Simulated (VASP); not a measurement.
The system is TiAl.

```
CELL_PARAMETERS angstrom
2.84802 0.00000 0.00000
-1.42401 2.46646 0.00000
0.00000 0.00000 4.64669
ATOMIC_POSITIONS crystal
Ti 0.00000 0.00000 0.00000
Al 0.33333 0.66667 0.50000
```

This cell differs from its parent crystal: volume scaled by 0.98.

Base run:

```yaml
Program: VASP 6.6.1
Functional: PBEsol
Potentials_or_basis: VASP PAW PBE potentials, release 64 (Ti_sv, Al)
Cutoff: 520 eV
k_mesh: 11 × 11 × 6
Occupations: fermi-dirac, width 0.05 eV
Spin: no spin polarisation
```

Its results: pressure -0.7 GPa.

Task: After a change of settings the same cell gave: pressure 2.4 GPa. Which change was it?
A. functional from PBEsol to r2SCAN; further incar settings from ALGO = Fast; EDIFF = 1e-06; NBANDS = 14 to ALGO = Normal; EDIFF = 1e-06; NBANDS = 14
B. functional from PBEsol to r2SCAN; further incar settings from ALGO = Fast; EDIFF = 1e-06; NBANDS = 14 to ALGO = Normal; EDIFF = 1e-07; NBANDS = 14
C. functional from PBEsol to LDA; potentials or basis from VASP PAW PBE potentials, release 64 (Ti_sv, Al) to VASP PAW LDA potentials, release 64 (Ti_sv, Al)
D. functional from PBEsol to PBE; further incar settings from ALGO = Fast; EDIFF = 1e-06; NBANDS = 14 to ALGO = Normal; EDIFF = 1e-06; NBANDS = 14

Result: D.

Caveats: the PAW data sets were made with another functional, which shifts forces and pressure a little (some runs).
